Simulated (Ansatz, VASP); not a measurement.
**Two plane-wave programs on Mo**

```
Mo
1.0
     0.00000    1.96796    1.96796
     1.96796    0.00000    1.96796
     1.96796    1.96796    0.00000
Mo
1
Direct
  0.00000 0.00000 0.00000
```

Alike in both runs: task single point; functional LDA; k mesh 15 × 15 × 15; occupations fermi-dirac, width 0.1 eV; no spin polarisation.

```csv
,VASP,Ansatz
version,VASP 6.6.1,Ansatz 0.2.0
potentials or method,"VASP PAW LDA potentials, release 64 (Mo_sv), cutoff 520 eV","plane waves (420 eV) with PAW, scalar-relativistic"
valence electrons in the cell,14,14
```

```tsv
	VASP	Ansatz	Ansatz less VASP
pressure (GPa)	1.6	0.5	-1.11
```

Ansatz warns that its potentials were made for another functional, while VASP's fit it. LDA's correlation is that of Perdew and Zunger in VASP and of Perdew and Wang (1992) in Ansatz.
